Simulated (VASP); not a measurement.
# GaSb (Cmmm) in VASP: single point with PBE

Aim: the single point of GaSb with PBE.

Everything below comes from runs of VASP 6.6.1. Logs are shortened: lines on timing, memory, paths and dates and some standing lists are left out, and cuts for length are marked.

## 1. The cell of the first run

The structure is orthorhombic, space group Cmmm (No. 65). Conventional cell: a = 5.006 Å, b = 5.502 Å, c = 3.404 Å, α = 90.00°, β = 90.00°, γ = 90.00°. Within 4.0 Å of Ga (site symmetry mmm) lie 8 Sb at 3.03 to 3.23 Å and 6 Ga at 3.40 to 3.72 Å. Sb (site symmetry mmm) has 8 Ga at 3.03 to 3.23 Å and 6 Sb at 3.40 to 3.72 Å within 4.0 Å.

## 2. Single point, PBE

Input file INCAR:

```
  PREC = Accurate
  ENCUT = 500
  EDIFF = 1E-6
  ISMEAR = 0
  SIGMA = 0.2
  LREAL = F
  LASPH = T
  NELM = 120
  ALGO = Normal
  ISIF = 2
  LWAVE = F
  LCHARG = F
  GGA = PE
  NBANDS = 16
  GGA_COMPAT = F
```

Input file KPOINTS:

```
regular mesh
0
Gamma
  5 5 5
```

Input file POSCAR:

```
GaSb
1.0
    2.5029734676     -2.7507894842      0.0000000000
    2.5029734676      2.7507894842      0.0000000000
    0.0000000000      0.0000000000      3.4036019975
Ga Sb
1 1
Direct
    0.0000000000      0.0000000000      0.5000000000
    0.5000000000      0.5000000000      0.0000000000
```

Potentials or basis: VASP PAW PBE potentials, release 64 (Ga_d, Sb).

Started as:

```sh
$ cat potpaw_PBE.64/Ga_d/POTCAR potpaw_PBE.64/Sb/POTCAR > POTCAR
$ mpirun -np 1 vasp_std > vasp.out
```

OUTCAR:

```text
PREC = Accurate
   ENCUT = 500
   EDIFF = 1E-6
   ISMEAR = 0
   LREAL = F
   LASPH = T
   NELM = 120
   ISIF = 2
   GGA = PE

 ion  position               nearest neighbor table
   1  0.000  0.000  0.500-   2 3.03   2 3.03   2 3.03   2 3.03   2 3.23   2 3.23   2 3.23   2 3.23

   2  0.500  0.500  0.000-   1 3.03   1 3.03   1 3.03   1 3.03   1 3.23   1 3.23   1 3.23   1 3.23

  LATTYP: Found a base centered orthorhombic cell.
 ALAT       =     5.0059469352
 B/A-ratio  =     1.0990086470
 C/A-ratio  =     0.6799117213

  Lattice vectors:

 A1 = (   2.5029734676,  -2.7507894842,   0.0000000000)
 A2 = (   2.5029734676,   2.7507894842,   0.0000000000)
 A3 = (   0.0000000000,   0.0000000000,   3.4036019975)

Analysis of symmetry for initial positions (statically):
=====================================================================
 Subroutine PRICEL returns:
 Original cell was already a primitive cell.

 Routine SETGRP: Setting up the symmetry group for a
 base centered orthorhombic supercell.

 Subroutine GETGRP returns: Found  8 space group operations
 (whereof  8 operations were pure point group operations)
 out of a pool of  8 trial point group operations.

The static configuration has the point symmetry D_2h.

Analysis of symmetry for dynamics (positions and initial velocities):
=====================================================================
 Subroutine PRICEL returns:
 Original cell was already a primitive cell.

 Routine SETGRP: Setting up the symmetry group for a
 base centered orthorhombic supercell.

 Subroutine GETGRP returns: Found  8 space group operations
 (whereof  8 operations were pure point group operations)
 out of a pool of  8 trial point group operations.

The dynamic configuration has the point symmetry D_2h.

 Subroutine INISYM returns: Found  8 space group operations
 (whereof  8 operations are pure point group operations),
 and found     1 'primitive' translations

----------------------------------------------------------------------------------------

                                     Primitive cell

  volume of cell :      46.8686

  direct lattice vectors                    reciprocal lattice vectors
     2.502973468 -2.750789484  0.000000000     0.199762405 -0.181765999  0.000000000
     2.502973468  2.750789484  0.000000000     0.199762405  0.181765999  0.000000000
     0.000000000  0.000000000  3.403601998     0.000000000  0.000000000  0.293806385

  length of vectors
     3.719101903  3.719101903  3.403601998     0.270081279  0.270081279  0.293806385

  position of ions in fractional coordinates (direct lattice)
     0.000000000  0.000000000  0.500000000
     0.500000000  0.500000000  0.000000000

  ion indices of the primitive-cell ions
   primitive index   ion index
                 1           1
                 2           2

----------------------------------------------------------------------------------------

 KPOINTS: regular mesh

Automatic generation of k-mesh.
 Grid dimensions read from file:
 generate k-points for:    5    5    5

 Generating k-lattice:

  Cartesian coordinates                     Fractional coordinates (reciprocal lattice)
     0.039952481 -0.036353200  0.000000000     0.200000000  0.000000000  0.000000000
     0.039952481  0.036353200  0.000000000     0.000000000  0.200000000  0.000000000
     0.000000000  0.000000000  0.058761277     0.000000000  0.000000000  0.200000000

  Length of vectors
     0.054016256  0.054016256  0.058761277

  Shift w.r.t. Gamma in fractional coordinates (k-lattice)
     0.000000000  0.000000000  0.000000000

 Subroutine IBZKPT returns following result:
 ===========================================

 Found     27 irreducible k-points:

 Following reciprocal coordinates:
            Coordinates               Weight
  0.000000  0.000000  0.000000      1.000000
  0.200000  0.000000  0.000000      4.000000
  0.400000 -0.000000  0.000000      4.000000
  0.200000  0.200000  0.000000      2.000000
  0.400000  0.200000  0.000000      4.000000
 -0.400000  0.200000  0.000000      4.000000
[... 16 lines left out ...]
  0.400000  0.200000  0.400000      8.000000
 -0.400000  0.200000  0.400000      8.000000
 [... further k-points ...]
   k-points           NKPTS =     27   k-points in BZ     NKDIM =     27   number of bands    NBANDS=     16
   number of dos      NEDOS =    301   number of ions     NIONS =      2
   total plane-waves  NPLWV =  21952
   dimension x,y,z NGX =    28 NGY =   28 NGZ =   28
   dimension x,y,z NGXF=    56 NGYF=   56 NGZF=   56
   ions per type =               1   1
   NGX,Y,Z   is equivalent  to a cutoff of  12.52, 12.52, 13.68 a.u.
   NGXF,Y,Z  is equivalent  to a cutoff of  25.03, 25.03, 27.35 a.u.
 SYSTEM =  unknown system
   PREC   = accura    normal or accurate (medium, high low for compatibility)
   ISTART =      0    job   : 0-new  1-cont  2-samecut
   ICHARG =      2    charge: 1-file 2-atom 10-const
   ISPIN  =      1    spin polarized calculation?
   LNONCOLLINEAR =      F non collinear calculations
   LSORBIT =      F    spin-orbit coupling
   LASPH  =      T    aspherical Exc in radial PAW
   ENCUT  =  500.0 eV  36.75 Ry    6.06 a.u.   6.78  6.78  6.21*2*pi/ulx,y,z
   NELM   =    120;   NELMIN=  2; NELMDL= -5     # of ELM steps
   EDIFF  = 0.1E-05   stopping-criterion for ELM
   LREAL  =      F    real-space projection
   EDIFFG = 0.1E-04   stopping-criterion for IOM
   NSW    =      0    number of steps for IOM
   IBRION =     -1    ionic relax: 0-MD 1-quasi-New 2-CG
   NFREE  =      0    steps in history (QN), initial steepest desc. (CG)
   ISIF   =      2    stress and relaxation
   ISYM   =      2    0-nonsym 1-usesym 2-fastsym
   POTIM  = 0.5000    time-step for ionic-motion
   TEBEG  =    0.0;   TEEND  =   0.0 temperature during run
   PSTRESS=    0.0 pullay stress
   NELECT =      18.0000    total number of electrons
   NUPDOWN=      -1.0000    fix difference up-down
   EMIN   =  10.00;   EMAX   =-10.00  energy-range for DOS
   EFERMI =   0.00;   METHOD = LEGACY
   ISMEAR =     0;   SIGMA  =   0.20  broadening in eV -4-tet -1-fermi 0-gaus
   EFERMI_NEDOS =   21; number of points for ismear=-14 and -15
   IALGO  =     38    algorithm
   IMIX   =      4    mixing-type and parameters
     AMIX     =   0.40;   BMIX     =  1.00
     AMIX_MAG =   1.60;   BMIX_MAG =  1.00
  volume/ion in A,a.u.               =      23.43       158.14
  Fermi-wavevector in a.u.,A,eV,Ry     =   1.189976  2.248729 19.266434  1.416043
  Thomas-Fermi vector in A             =   2.326071
   LORBIT       =      0    0 simple, 1 ext, 2 COOP (PROOUT), +10 PAW based schemes
   GGA     = PE    functional components
   LHFCALC =     F    Hartree Fock is set to
   AEXX    =    0.0000 exact exchange contribution
   IVDW    =     0    specifies the selected vdW correction
   LEPSILON=     F    determine dielectric tensor
   LRPA    =     F    only Hartree local field effects (RPA)
 non-spin polarized calculation
 Gauss-broadening in eV      SIGMA  =   0.20
  energy-cutoff  :      500.00
  volume of cell :       46.87
 maximum number of plane-waves:      1206
   NGX = 13   NGY = 13   NGZ = 13

 number of electron      17.9999993 magnetization

 Free energy of the ion-electron system (eV)
  ---------------------------------------------------
  ext. energy  EPLUGINS =         0.00000000
  ---------------------------------------------------
  free energy    TOTEN  =        -6.76859963 eV

  energy without entropy =       -6.74352745  energy(sigma->0) =       -6.75606354

 E-fermi :   7.0659     XC(G=0): -10.4410

 val. band max:        6.9835878120   @ k =  -0.4000   0.4000   0.2000
 cond. band min:       7.1172937362   @ k =  -0.4000   0.4000   0.4000
 fundamental gap:      0.1337059243
 Fermi energy:         7.0659049579

 k-point     1 :       0.0000    0.0000    0.0000
  band No.  band energies     occupation
      1      -7.9621      2.00000
      2      -7.9371      2.00000
      3      -7.9076      2.00000
      4      -7.8997      2.00000
      5      -7.8924      2.00000
      6      -5.1119      2.00000
[... 8 lines left out ...]
     15      16.3662      0.00000
     16      17.8239      0.00000

 k-point     2 :       0.2000    0.0000    0.0000
  band No.  band energies     occupation
      1      -7.9592      2.00000
      2      -7.9268      2.00000
      3      -7.9134      2.00000
      4      -7.9037      2.00000
      5      -7.8940      2.00000
      6      -4.7079      2.00000
[... 8 lines left out ...]
     15      14.6090      0.00000
     16      17.9025      0.00000

 k-point     3 :       0.4000   -0.0000    0.0000
  band No.  band energies     occupation
      1      -7.9566      2.00000
      2      -7.9231      2.00000
      3      -7.9118      2.00000
      4      -7.9086      2.00000
      5      -7.8948      2.00000
      6      -3.6496      2.00000
[... 8 lines left out ...]
     15      15.2207      0.00000
     16      18.1874      0.00000

 k-point     4 :       0.2000    0.2000    0.0000
  band No.  band energies     occupation
      1      -7.9554      2.00000
      2      -7.9198      2.00000
      3      -7.9177      2.00000
      4      -7.9067      2.00000
      5      -7.8966      2.00000
      6      -4.2294      2.00000
[... 8 lines left out ...]
     15      14.9528      0.00000
     16      17.4362      0.00000
[... 324 lines left out ...]
 k-point    22 :       0.2000    0.2000    0.4000
  band No.  band energies     occupation
      1      -7.9558      2.00000
      2      -7.9294      2.00000
      3      -7.9131      2.00000
      4      -7.9120      2.00000
      5      -7.8821      2.00000
      6      -2.3507      2.00000
[... 8 lines left out ...]
     15      17.4473      0.00000
     16      17.5072      0.00000

 k-point    23 :       0.4000    0.2000    0.4000
  band No.  band energies     occupation
      1      -7.9672      2.00000
      2      -7.9316      2.00000
      3      -7.9245      2.00000
      4      -7.8993      2.00000
      5      -7.8699      2.00000
      6      -1.4160      2.00000
[... 8 lines left out ...]
     15      17.5730      0.00000
     16      19.0515      0.00000

 k-point    24 :      -0.4000    0.2000    0.4000
  band No.  band energies     occupation
      1      -7.9624      2.00000
      2      -7.9326      2.00000
      3      -7.9268      2.00000
      4      -7.8994      2.00000
      5      -7.8705      2.00000
      6      -1.6049      2.00000
[... 8 lines left out ...]
     15      17.8822      0.00000
     16      19.4450      0.00000

 [... further k-points ...]
[... 5 lines left out ...]
  --------------------------------------------------------------------------------------
  -------------------------------------------------------------------------------------
  Total        0.1018861      0.0476713     -0.0146348     -0.0000000      0.0000000      0.0000000
  in kB        3.4829179      1.6296144     -0.5002817     -0.0000000      0.0000000      0.0000000
  external PRESSURE =       1.5374169 kB  Pullay stress =       0.0000000 kB

 VOLUME and BASIS-vectors are now :
 -----------------------------------------------------------------------------
  energy-cutoff  :      500.00
  volume of cell :       46.87
      direct lattice vectors                 reciprocal lattice vectors
     2.502973468 -2.750789484  0.000000000     0.199762405 -0.181765999  0.000000000
     2.502973468  2.750789484  0.000000000     0.199762405  0.181765999  0.000000000
     0.000000000  0.000000000  3.403601998     0.000000000  0.000000000  0.293806385

 POSITION                                       TOTAL-FORCE (eV/Angst)
 -----------------------------------------------------------------------------------
      0.00000      0.00000      1.70180         0.000000     -0.000000      0.000000
      2.50297      0.00000      0.00000        -0.000000      0.000000      0.000000
 -----------------------------------------------------------------------------------
    total drift:                               -0.000000      0.000000      0.000000

  FREE ENERGIE OF THE ION-ELECTRON SYSTEM (eV)
  ---------------------------------------------------
  free  energy   TOTEN  =        -6.7685996348 eV

  energy  without entropy=       -6.7435274516  energy(sigma->0) =       -6.75606354
```

It took 24 s on 1 thread of Intel Xeon 8259CL, shared host; peak memory 0.17 GiB.

What came out:

```
Free energy            : -6.7686 eV
Pressure               : 0.2 GPa
Band gap on the k mesh : zero (band 9 reaches 8.89 eV, above the bottom of band 10 at 4.94 eV)
```

Caveat: the k points lie up to 0.37 Å⁻¹ apart; spin-orbit coupling is left out, which moves the levels of the heavy elements.
